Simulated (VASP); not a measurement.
# Zr2PdC2 (I4/mmm) in VASP: further runs, part 2 of 2

VASP 6.6.1. The steps go on from the part before.

## Step 4: Relaxation of cell and atoms, PBE

Input file INCAR:

```
  PREC = Accurate
  ENCUT = 600
  EDIFF = 1E-6
  ISMEAR = 0
  SIGMA = 0.1
  LREAL = F
  LASPH = T
  NELM = 60
  ALGO = Normal
  ISIF = 3
  LWAVE = F
  LCHARG = F
  GGA = PE
  IBRION = 2
  NSW = 90
  EDIFFG = -0.04
```

Input file KPOINTS:

```
Automatic mesh
0
Gamma
  6 6 6
```

Input file POSCAR:

```
Zr2PdC2
1.0
   -1.8404468159      1.8404468159      4.5218078446
    1.8404468159     -1.8404468159      4.5218078446
    1.8404468159      1.8404468159     -4.5218078446
Zr Pd C
2 1 2
Direct
    0.7500000000      0.2500000000      0.5000000000
    0.2500000000      0.7500000000      0.5000000000
    0.0000000000      0.0000000000      0.0000000000
    0.3880000000      0.3880000000      0.0000000000
    0.6120000000      0.6120000000      0.0000000000
```

Potentials or basis: VASP PAW PBE potentials, release 64 (Zr_sv, Pd, C).

The run is started by

```
$ cat potpaw_PBE.64/Zr_sv/POTCAR potpaw_PBE.64/Pd/POTCAR potpaw_PBE.64/C/POTCAR > POTCAR
$ mpirun -np 1 vasp_std > vasp.out
```

OUTCAR:

```text
PREC = Accurate
   ENCUT = 600
   EDIFF = 1E-6
   ISMEAR = 0
   LREAL = F
   LASPH = T
   NELM = 60
   ISIF = 3
   GGA = PE
   IBRION = 2
   NSW = 90
   EDIFFG = -0.04

 ion  position               nearest neighbor table
   1  0.750  0.250  0.500-   4 2.22   5 2.22   4 2.22   5 2.22   2 2.60   2 2.60   2 2.60   2 2.60
                             3 2.92   3 2.92   3 2.92   3 2.92
   2  0.250  0.750  0.500-   4 2.22   5 2.22   4 2.22   5 2.22   1 2.60   1 2.60   1 2.60   1 2.60
                             3 2.92   3 2.92   3 2.92   3 2.92
   3  0.000  0.000  0.000-   1 2.92   2 2.92   1 2.92   2 2.92   1 2.92   2 2.92   1 2.92   2 2.92

   4  0.388  0.388  0.000-   5 2.03   2 2.22   1 2.22   2 2.22   1 2.22
   5  0.612  0.612  0.000-   4 2.03   1 2.22   2 2.22   1 2.22   2 2.22

  LATTYP: Found a body centered tetragonal cell.
 ALAT       =     3.6808936318
 C/A-ratio  =     2.4569076409

  Lattice vectors:

 A1 = (  -1.8404468159,   1.8404468159,   4.5218078446)
 A2 = (   1.8404468159,  -1.8404468159,   4.5218078446)
 A3 = (   1.8404468159,   1.8404468159,  -4.5218078446)

Analysis of symmetry for initial positions (statically):
=====================================================================
 Subroutine PRICEL returns:
 Original cell was already a primitive cell.

 Routine SETGRP: Setting up the symmetry group for a
 body centered tetragonal supercell.

 Subroutine GETGRP returns: Found 16 space group operations
 (whereof 16 operations were pure point group operations)
 out of a pool of 16 trial point group operations.

The static configuration has the point symmetry D_4h.

Analysis of symmetry for dynamics (positions and initial velocities):
=====================================================================
 Subroutine PRICEL returns:
 Original cell was already a primitive cell.

 Routine SETGRP: Setting up the symmetry group for a
 body centered tetragonal supercell.

 Subroutine GETGRP returns: Found 16 space group operations
 (whereof 16 operations were pure point group operations)
 out of a pool of 16 trial point group operations.

The dynamic configuration has the point symmetry D_4h.

 Subroutine INISYM returns: Found 16 space group operations
 (whereof 16 operations are pure point group operations),
 and found     1 'primitive' translations

----------------------------------------------------------------------------------------

                                     Primitive cell

  volume of cell :      61.2659

  direct lattice vectors                    reciprocal lattice vectors
    -1.840446816  1.840446816  4.521807845     0.000000000  0.271673159  0.110575243
     1.840446816 -1.840446816  4.521807845     0.271673159  0.000000000  0.110575243
     1.840446816  1.840446816 -4.521807845     0.271673159  0.271673159  0.000000000

  length of vectors
     5.217397354  5.217397354  5.217397354     0.293314148  0.293314148  0.384203866

  position of ions in fractional coordinates (direct lattice)
     0.750000000  0.250000000  0.500000000
     0.250000000  0.750000000  0.500000000
     0.000000000  0.000000000  0.000000000
     0.388000000  0.388000000  0.000000000
     0.612000000  0.612000000  0.000000000

  ion indices of the primitive-cell ions
   primitive index   ion index
                 1           1
                 2           2
[... 64 lines left out ...]
   NGXF,Y,Z  is equivalent  to a cutoff of  26.77, 26.77, 26.77 a.u.
 SYSTEM =  unknown system
   PREC   = accura    normal or accurate (medium, high low for compatibility)
   ISTART =      0    job   : 0-new  1-cont  2-samecut
   ICHARG =      2    charge: 1-file 2-atom 10-const
   ISPIN  =      1    spin polarized calculation?
   LNONCOLLINEAR =      F non collinear calculations
   LSORBIT =      F    spin-orbit coupling
   LASPH  =      T    aspherical Exc in radial PAW
   ENCUT  =  600.0 eV  44.10 Ry    6.64 a.u.  10.42 10.42 10.42*2*pi/ulx,y,z
   NELM   =     60;   NELMIN=  2; NELMDL= -5     # of ELM steps
   EDIFF  = 0.1E-05   stopping-criterion for ELM
   LREAL  =      F    real-space projection
   EDIFFG = -.4E-01   stopping-criterion for IOM
   NSW    =     90    number of steps for IOM
   IBRION =      2    ionic relax: 0-MD 1-quasi-New 2-CG
   NFREE  =      1    steps in history (QN), initial steepest desc. (CG)
   ISIF   =      3    stress and relaxation
   ISYM   =      2    0-nonsym 1-usesym 2-fastsym
   POTIM  = 0.5000    time-step for ionic-motion
   TEBEG  =    0.0;   TEEND  =   0.0 temperature during run
   PSTRESS=    0.0 pullay stress
   NELECT =      42.0000    total number of electrons
   NUPDOWN=      -1.0000    fix difference up-down
   EMIN   =  10.00;   EMAX   =-10.00  energy-range for DOS
   EFERMI =   0.00;   METHOD = LEGACY
   ISMEAR =     0;   SIGMA  =   0.10  broadening in eV -4-tet -1-fermi 0-gaus
   EFERMI_NEDOS =   21; number of points for ismear=-14 and -15
   IALGO  =     38    algorithm
   IMIX   =      4    mixing-type and parameters
     AMIX     =   0.40;   BMIX     =  1.00
     AMIX_MAG =   1.60;   BMIX_MAG =  1.00
  volume/ion in A,a.u.               =      12.25        82.69
  Fermi-wavevector in a.u.,A,eV,Ry     =   1.443505  2.727829 28.350562  2.083708
  Thomas-Fermi vector in A             =   2.561905
   LORBIT       =      0    0 simple, 1 ext, 2 COOP (PROOUT), +10 PAW based schemes
   GGA     = PE    functional components
   LHFCALC =     F    Hartree Fock is set to
   AEXX    =    0.0000 exact exchange contribution
   IVDW    =     0    specifies the selected vdW correction
   LEPSILON=     F    determine dielectric tensor
   LRPA    =     F    only Hartree local field effects (RPA)
 conjugate gradient relaxation of ions
 non-spin polarized calculation
 Gauss-broadening in eV      SIGMA  =   0.10
  energy-cutoff  :      600.00
  volume of cell :       61.27
 maximum number of plane-waves:      2074
 NGX is ok and might be reduce to    42
   NGX = 21   NGY = 21   NGZ = 21

--------------------------------------- Ionic step        1  -------------------------------------------

 number of electron      41.9999999 magnetization

 Free energy of the ion-electron system (eV)
  ---------------------------------------------------
  ext. energy  EPLUGINS =         0.00000000
  ---------------------------------------------------
  free energy    TOTEN  =       -35.29713075 eV

  energy without entropy =      -35.27298451  energy(sigma->0) =      -35.28505763

------------------------ aborting loop because EDIFF is reached ----------------------------------------

  FORCE on cell =-STRESS in cart. coord.  units (eV):
  Direction    XX          YY          ZZ          XY          YZ          ZX
  --------------------------------------------------------------------------------------
  -------------------------------------------------------------------------------------
  Total       20.5908600     20.5908600      5.1593493      0.0000000      0.0000000      0.0000000
  in kB      538.4760974    538.4760974    134.9232753      0.0000000      0.0000000      0.0000000
  external PRESSURE =     403.9584900 kB  Pullay stress =       0.0000000 kB
[... 98 lines left out ...]
  FREE ENERGIE OF THE ION-ELECTRON SYSTEM (eV)
  ---------------------------------------------------
  free  energy   TOTEN  =       -37.3417188094 eV

  energy  without entropy=      -37.3001646331  energy(sigma->0) =      -37.32094172

 E-fermi :  11.7698     XC(G=0): -12.5818

 val. band max:       11.7445521088   @ k =  -0.1667  -0.1667   0.1667
 cond. band min:      11.7853533181   @ k =  -0.3333  -0.3333   0.3333
 fundamental gap:      0.0408012093
 Fermi energy:        11.7697783948

 k-point     1 :       0.0000    0.0000    0.0000
  band No.  band energies     occupation
      1     -37.0614      2.00000
      2     -36.6989      2.00000
      3     -16.0431      2.00000
      4     -15.1010      2.00000
      5     -15.1010      2.00000
      6     -15.0832      2.00000
[... 661 lines left out ...]
     24      13.9029      0.00000
     25      14.4224      0.00000

 [... further k-points ...]

[... ionic steps 4 to 14 ...]

--------------------------------------- Ionic step       15  -------------------------------------------

 number of electron      41.9999999 magnetization

------------------------ aborting loop because EDIFF is reached ----------------------------------------
[... 73 lines left out ...]
--------------------------------------- Ionic step       17  -------------------------------------------

 number of electron      41.9999999 magnetization

 Free energy of the ion-electron system (eV)
  ---------------------------------------------------
  ext. energy  EPLUGINS =         0.00000000
  ---------------------------------------------------
  free energy    TOTEN  =       -40.00322126 eV

  energy without entropy =      -39.97593912  energy(sigma->0) =      -39.98958019

 E-fermi :   9.6085     XC(G=0): -11.9927

 val. band max:        9.6085020437   @ k =  -0.3333  -0.3333   0.3333
 cond. band min:       9.6210312321   @ k =  -0.3333   0.3333   0.1667
 fundamental gap:      0.0125291884
 Fermi energy:         9.6085418941

 k-point     1 :       0.0000    0.0000    0.0000
  band No.  band energies     occupation
      1     -39.2001      2.00000
      2     -39.0564      2.00000
      3     -17.4542      2.00000
      4     -17.4542      2.00000
      5     -17.3441      2.00000
      6     -17.3272      2.00000
[... 695 lines left out ...]
  FREE ENERGIE OF THE ION-ELECTRON SYSTEM (eV)
  ---------------------------------------------------
  free  energy   TOTEN  =       -40.0032212621 eV

  energy  without entropy=      -39.9759391237  energy(sigma->0) =      -39.98958019

 reached required accuracy - stopping structural energy minimisation
```

OSZICAR:

```text
N       E                     dE             d eps       ncg     rms          rms(c)
DAV:   1     0.407527552173E+03    0.40753E+03   -0.24718E+04  1500   0.189E+03
DAV:   2    -0.617497382437E+01   -0.41370E+03   -0.40811E+03  1718   0.476E+02
DAV:   3    -0.389336932477E+02   -0.32759E+02   -0.32287E+02  2607   0.110E+02
[... 214 lines left out ...]
DAV:   3    -0.400033555767E+02    0.42960E-03   -0.23303E-03  1747   0.364E-01    0.791E-02
DAV:   4    -0.400032256996E+02    0.12988E-03   -0.64746E-04  2059   0.181E-01    0.302E-02
DAV:   5    -0.400032241316E+02    0.15680E-05   -0.61569E-05  2057   0.381E-02    0.167E-02
DAV:   6    -0.400032221367E+02    0.19949E-05   -0.90624E-06  1664   0.157E-02    0.835E-03
DAV:   7    -0.400032212621E+02    0.87466E-06   -0.15722E-06   812   0.978E-03
  17 F= -.40003221E+02 E0= -.39989580E+02  d E =-.987384E-03
```

Run time: 34 min. Hardware: 1 thread of Oxide Virtual Turin-like, shared host; peak memory 0.28 GiB.

What came out:

```yaml
Free_energy: -40.0032 eV
Relaxed_volume: 14.22 Å³/atom
Relaxed_cell: a = 4.809 Å, b = 4.809 Å, c = 4.809 Å, α = 125.49°, β = 125.49°, γ = 80.73°
Space_group_after_relaxing_to_0.1_Å: I4/mmm (No. 139)
Pressure_after_relaxing: -0.2 GPa
Largest_force_after_relaxing: 0.007 eV/Å
Band_gap_on_the_k_mesh: zero (bands 21 and 22 overlap by 0.98 eV)
```

Forces in eV/Å, atoms in the order of the input:
```
Zr   0.000  0.000  0.000
Zr   0.000  0.000  0.000
Pd   0.000  0.000  0.000
C    0.000  0.000  0.007
C    0.000  0.000 -0.007
```

Final structure:
```cif
data_structure
_symmetry_space_group_name_H-M 'P 1'
_symmetry_Int_Tables_number 1
_cell_length_a 4.8090
_cell_length_b 4.8090
_cell_length_c 4.8090
_cell_angle_alpha 125.492
_cell_angle_beta 125.492
_cell_angle_gamma 80.725
_cell_volume 71.08
loop_
_atom_site_label
_atom_site_type_symbol
_atom_site_fract_x
_atom_site_fract_y
_atom_site_fract_z
_atom_site_occupancy
Zr1 Zr 0.75000 0.25000 0.50000 1
Zr2 Zr 0.25000 0.75000 0.50000 1
Pd1 Pd 0.00000 0.00000 0.00000 1
C1 C 0.40194 0.40194 0.00000 1
C2 C 0.59806 0.59806 0.00000 1
```

Caveat: the volume moved by over 15 % at a fixed basis, so the end points are rough.

## Step 5: Summary

| task | cell | k mesh | cutoff (eV) | gap on the mesh (eV) | pressure (GPa) | largest force (eV/Å) |
| --- | --- | --- | --- | --- | --- | --- |
| single point | a = 5.217 Å, angles 138.7, 138.7, 59.9°, 5 atoms, atomic positions A | 8 × 8 × 8 | 520 | none | 40.3 | 2.27 |
| single point | a = 5.192 Å, angles 138.3, 138.3, 60.5°, 5 atoms, atomic positions B | 8 × 8 × 8 | 520 | none | 34.3 | 5.44 |
| relaxation of cell and atoms | relaxed from a = 5.217 Å, angles 138.7, 138.7, 59.9°, 5 atoms, atomic positions A | 6 × 6 × 6 | 600 | none | -0.2 | 0.01 |

Alike in all rows: level PBE; potentials or basis VASP PAW PBE potentials, release 64 (Zr_sv, Pd, C); no spin polarisation; smearing gaussian 0.1 eV.

Caveats: the cell stands under pressure (at least some runs); forces of over 1 eV/Å act on the atoms, so gaps and moduli don't describe the material at rest (at least some runs); the volume moved by over 15 % at a fixed basis, so the end points are rough (at least some runs).

Absolute energies hang on the potentials; compare differences alone.
